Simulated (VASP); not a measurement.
# ZrSe2 (P-3m1) in VASP: single point with RPBE

Aim: the single point of ZrSe2 with RPBE.

Program: VASP 6.6.1. These are calculated values, not measurements. Logs are shortened: lines on timing, memory, paths and dates and some standing lists are left out, and cuts for length are marked.

## (1) The cell of the first run

Symmetry: P-3m1, No. 164, trigonal system. Conventional cell: a = 3.798 Å, b = 3.798 Å, c = 6.192 Å, α = 90.00°, β = 90.00°, γ = 120.00°. Within 3.5 Å of Zr (site symmetry -3m) lie 6 Se at 2.68 Å. Within 3.5 Å of Se (site symmetry 3m) lie 3 Zr at 2.68 Å.

## (2) Single point, RPBE

The input, INCAR:

```
SYSTEM = ZrSe2
PREC = Accurate
ENCUT = 500
EDIFF = 1E-6
ISMEAR = 0
SIGMA = 0.01
LREAL = .False.
LASPH = .True.
NELM = 120
ALGO = Normal
ISIF = 2
LWAVE = .False.
LCHARG = .True.
GGA = RP
LELF = .True.
LVHAR = .True.
NBANDS = 19
GGA_COMPAT = .False.
```

The input, KPOINTS:

```
Automatic mesh
0
Gamma
  7 7 4
  0 0 0
```

The input, POSCAR:

```
ZrSe2
1.0
    3.7980000000      0.0000000000      0.0000000000
   -1.8990000000      3.2891640000      0.0000000000
    0.0000000000      0.0000000000      6.1920000000
Zr Se
1 2
Direct
    0.0000000000      0.0000000000      0.0000000000
    0.3333333333      0.6666666667      0.2500000000
    0.6666666667      0.3333333333      0.7500000000
```

Potentials or basis: VASP PAW PBE potentials, release 64 (Zr_sv, Se).

Launch:

```console
cat potpaw_PBE.64/Zr_sv/POTCAR potpaw_PBE.64/Se/POTCAR > POTCAR
mpirun -np 1 vasp_std > vasp.out
```

OUTCAR:

```text
SYSTEM = ZrSe2
   PREC = Accurate
   ENCUT = 500
   EDIFF = 1E-6
   ISMEAR = 0
   LREAL = .False.
   LASPH = .True.
   NELM = 120
   ISIF = 2
   GGA = RP

 ion  position               nearest neighbor table
   1  0.000  0.000  0.000-   2 2.68   3 2.68   3 2.68   2 2.68   3 2.68   2 2.68
   2  0.333  0.667  0.250-   1 2.68   1 2.68   1 2.68
   3  0.667  0.333  0.750-   1 2.68   1 2.68   1 2.68

  LATTYP: Found a hexagonal cell.
 ALAT       =     3.7980000000
 C/A-ratio  =     1.6303317536

  Lattice vectors:

 A1 = (   3.7980000000,   0.0000000000,   0.0000000000)
 A2 = (  -1.8990000000,   3.2891640000,   0.0000000000)
 A3 = (   0.0000000000,   0.0000000000,   6.1920000000)

Analysis of symmetry for initial positions (statically):
=====================================================================
 Subroutine PRICEL returns:
 Original cell was already a primitive cell.

 Routine SETGRP: Setting up the symmetry group for a
 hexagonal supercell.

 Subroutine GETGRP returns: Found 12 space group operations
 (whereof 12 operations were pure point group operations)
 out of a pool of 24 trial point group operations.

The static configuration has the point symmetry D_3d.

Analysis of symmetry for dynamics (positions and initial velocities):
=====================================================================
 Subroutine PRICEL returns:
 Original cell was already a primitive cell.

 Routine SETGRP: Setting up the symmetry group for a
 hexagonal supercell.

 Subroutine GETGRP returns: Found 12 space group operations
 (whereof 12 operations were pure point group operations)
 out of a pool of 24 trial point group operations.

The dynamic configuration has the point symmetry D_3d.

 Subroutine INISYM returns: Found 12 space group operations
 (whereof 12 operations are pure point group operations),
 and found     1 'primitive' translations

----------------------------------------------------------------------------------------

                                     Primitive cell

  volume of cell :      77.3520

  direct lattice vectors                    reciprocal lattice vectors
     3.798000000  0.000000000  0.000000000     0.263296472  0.152014311  0.000000000
    -1.899000000  3.289164000  0.000000000     0.000000000  0.304028622  0.000000000
     0.000000000  0.000000000  6.192000000     0.000000000  0.000000000  0.161498708

[... 77 lines left out ...]
   ISTART =      0    job   : 0-new  1-cont  2-samecut
   ICHARG =      2    charge: 1-file 2-atom 10-const
   ISPIN  =      1    spin polarized calculation?
   LNONCOLLINEAR =      F non collinear calculations
   LSORBIT =      F    spin-orbit coupling
   LASPH  =      T    aspherical Exc in radial PAW
   ENCUT  =  500.0 eV  36.75 Ry    6.06 a.u.   6.92  6.92 11.29*2*pi/ulx,y,z
   NELM   =    120;   NELMIN=  2; NELMDL= -5     # of ELM steps
   EDIFF  = 0.1E-05   stopping-criterion for ELM
   LREAL  =      F    real-space projection
   EDIFFG = 0.1E-04   stopping-criterion for IOM
   NSW    =      0    number of steps for IOM
   IBRION =     -1    ionic relax: 0-MD 1-quasi-New 2-CG
   NFREE  =      0    steps in history (QN), initial steepest desc. (CG)
   ISIF   =      2    stress and relaxation
   ISYM   =      2    0-nonsym 1-usesym 2-fastsym
   POTIM  = 0.5000    time-step for ionic-motion
   TEBEG  =    0.0;   TEEND  =   0.0 temperature during run
   PSTRESS=    0.0 pullay stress
   NELECT =      24.0000    total number of electrons
   NUPDOWN=      -1.0000    fix difference up-down
   EMIN   =  10.00;   EMAX   =-10.00  energy-range for DOS
   EFERMI =   0.00;   METHOD = LEGACY
   ISMEAR =     0;   SIGMA  =   0.01  broadening in eV -4-tet -1-fermi 0-gaus
   EFERMI_NEDOS =   21; number of points for ismear=-14 and -15
   IALGO  =     38    algorithm
   IMIX   =      4    mixing-type and parameters
     AMIX     =   0.40;   BMIX     =  1.00
     AMIX_MAG =   1.60;   BMIX_MAG =  1.00
  volume/ion in A,a.u.               =      25.78       174.00
  Fermi-wavevector in a.u.,A,eV,Ry     =   1.108293  2.094371 16.712232  1.228314
  Thomas-Fermi vector in A             =   2.244819
   LORBIT       =      0    0 simple, 1 ext, 2 COOP (PROOUT), +10 PAW based schemes
   GGA     = RP    functional components
   LHFCALC =     F    Hartree Fock is set to
   AEXX    =    0.0000 exact exchange contribution
   IVDW    =     0    specifies the selected vdW correction
   LEPSILON=     F    determine dielectric tensor
   LRPA    =     F    only Hartree local field effects (RPA)
 non-spin polarized calculation
 Gauss-broadening in eV      SIGMA  =   0.01
  energy-cutoff  :      500.00
  volume of cell :       77.35
 maximum number of plane-waves:      1988
   NGX = 13   NGY = 13   NGZ = 23

 number of electron      24.0000002 magnetization

 Free energy of the ion-electron system (eV)
  ---------------------------------------------------
  ext. energy  EPLUGINS =         0.00000000
  ---------------------------------------------------
  free energy    TOTEN  =       -18.47279677 eV

  energy without entropy =      -18.47279677  energy(sigma->0) =      -18.47279677

 E-fermi :   4.4840     XC(G=0):  -9.2789

 val. band max:        4.3328657599   @ k =   0.0000   0.0000   0.0000
 cond. band min:       4.8055216837   @ k =   0.4286  -0.0000   0.5000
 fundamental gap:      0.4726559238
 Fermi energy:         4.4839914574

 k-point     1 :       0.0000    0.0000    0.0000
  band No.  band energies     occupation
      1     -45.1746      2.00000
      2     -23.2239      2.00000
      3     -23.1083      2.00000
      4     -23.1083      2.00000
      5      -8.8353      2.00000
      6      -7.5834      2.00000
[... 505 lines left out ...]
      6      -7.5346      2.00000
[... 11 lines left out ...]
     18       9.7966      0.00000
     19      10.7352      0.00000

 [... further k-points ...]
[... 5 lines left out ...]
  --------------------------------------------------------------------------------------
  -------------------------------------------------------------------------------------
  Total        1.6800666      1.6800661      2.5103704      0.0000000     -0.0000000      0.0000000
  in kB       34.7989093     34.7988991     51.9968393      0.0000000     -0.0000000      0.0000000
  external PRESSURE =      40.5315492 kB  Pullay stress =       0.0000000 kB

 VOLUME and BASIS-vectors are now :
 -----------------------------------------------------------------------------
  energy-cutoff  :      500.00
  volume of cell :       77.35
      direct lattice vectors                 reciprocal lattice vectors
     3.798000000  0.000000000  0.000000000     0.263296472  0.152014311  0.000000000
    -1.899000000  3.289164000  0.000000000     0.000000000  0.304028622  0.000000000
     0.000000000  0.000000000  6.192000000     0.000000000  0.000000000  0.161498708

 POSITION                                       TOTAL-FORCE (eV/Angst)
 -----------------------------------------------------------------------------------
      0.00000      0.00000      0.00000         0.000000      0.000000     -0.000000
     -0.00000      2.19278      1.54800        -0.000000     -0.000000      0.364866
      1.89900      1.09639      4.64400         0.000000      0.000000     -0.364866
 -----------------------------------------------------------------------------------
    total drift:                               -0.000000     -0.000000     -0.000000

  FREE ENERGIE OF THE ION-ELECTRON SYSTEM (eV)
  ---------------------------------------------------
  free  energy   TOTEN  =       -18.4727967663 eV

  energy  without entropy=      -18.4727967663  energy(sigma->0) =      -18.47279677
```

stdout:

```text
POSCAR found type information on POSCAR ZrSe
 POSCAR found :  2 types and       3 ions
 scaLAPACK will be used
 -----------------------------------------------------------------------------
|                                                                             |
|                                                                             |
|     You enforced a specific xc type in the INCAR file but a different       |
|     I HOPE YOU KNOW WHAT YOU ARE DOING!                                     |
|                                                                             |
 -----------------------------------------------------------------------------

 LDA part: xc-table for (Slater+PW92), standard interpolation
 POSCAR, INCAR and KPOINTS ok, starting setup
 FFT: planning ... GRIDC
 FFT: planning ... GRID_SOFT
 FFT: planning ... GRID
 WAVECAR not read
 entering main loop
```

Wall time 26 s (1 thread of AMD EPYC 9R45 (Zen 5), shared host); peak memory 0.17 GiB.

Results:

```
Free energy            : -18.4728 eV
Pressure               : 4.1 GPa
Largest force          : 0.365 eV/Å
Band gap on the k mesh : 0.47 eV, indirect (least direct gap 1.09 eV)
```

Forces on the atoms (eV/Å):
```
Zr   0.000  0.000  0.000
Se   0.000  0.000  0.365
Se   0.000  0.000 -0.365
```

Levels at points of the mesh, in eV from the valence-band top:
```tsv
k point	band 10	band 11	band 12	band 13	band 14	band 15
(0.00, 0.00, 0.00)	-0.06	-0.06	0.00	1.09	1.09	1.63
(0.00, 0.00, 0.50)	-1.99	-0.22	-0.22	1.06	1.06	2.01
```

Caveat: the PAW data sets were made with another functional, which shifts forces and pressure a little; this functional lacks dispersion, which binds the layers, so the pressure and a relaxed spacing across them are unreliable. A k mesh can miss the band edges.
